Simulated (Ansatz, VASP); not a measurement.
# LiF in VASP and in Ansatz

INCAR

```
PREC = Accurate
ENCUT = 520
EDIFF = 1E-7
ISMEAR = 0
SIGMA = 0.05
LREAL = F
LASPH = T
NELM = 60
ALGO = Normal
ISIF = 2
LWAVE = F
LCHARG = T
GGA = PE
LELF = T
LVHAR = T
NBANDS = 18
```

KPOINTS

```
Automatic mesh
0
Gamma
  9 9 6
```

POSCAR

```
LiF
1.0
    3.1775711328      0.0000000000      0.0000000000
   -1.5887855664      2.7518573233      0.0000000000
    0.0000000000      0.0000000000      4.7437959441
Li F
2 2
Direct
    0.3333333333      0.6666666667      0.3708711514
    0.6666666667      0.3333333333      0.8708711514
    0.3333333333      0.6666666667      0.9939266766
    0.6666666667      0.3333333333      0.4939266766
```

Input for Ansatz:

```yaml
crystal:
  lattice:
    - [3.1775711328, 0.0, 0.0]
    - [-1.5887855664, 2.7518573233, 0.0]
    - [0.0, 0.0, 4.7437959441]
  atoms:
    - { symbol: Li, position: [0.3333333333, 0.6666666667, 0.3708711514] }
    - { symbol: Li, position: [0.6666666667, 0.3333333333, 0.8708711514] }
    - { symbol: F, position: [0.3333333333, 0.6666666667, 0.9939266766] }
    - { symbol: F, position: [0.6666666667, 0.3333333333, 0.4939266766] }
basis:
  ecutwfc: 520.0
kpoints:
  mp_grid: { grid: [9, 9, 6] }
hamiltonian:
  xc: pbe
scf:
  occupations: { method: gaussian, width: 0.05 }
output:
  forces: true
  stress: true
  eigenvalues: true
```

Alike in both runs: task single point; functional PBE; k mesh 9 × 9 × 6; occupations gaussian, width 0.05 eV; no spin polarisation.

|  | VASP | Ansatz |
| --- | --- | --- |
| version | VASP 6.6.1 | Ansatz 0.2.0 |
| potentials or method | VASP PAW PBE potentials, release 64 (Li_sv, F), cutoff 520 eV | scalar-relativistic, plane waves, PAW |
| valence electrons in the cell | 20 | 20 |

```csv
,VASP,Ansatz,Ansatz less VASP
gap on the k mesh at the Fermi level (eV),7.59,7.60,+0.012
least direct gap on the mesh (eV),7.59,7.60,+0.012
rms of the force components (eV/Å),0.234,0.223,-0.0119
```

Atom by atom the forces differ by 0.012 eV/Å (rms over components). With one functional, cell and mesh, what is left measures potentials, basis and numerics.

Noted on VASP's run: the cutoff is short for stress, so the pressure is rough.
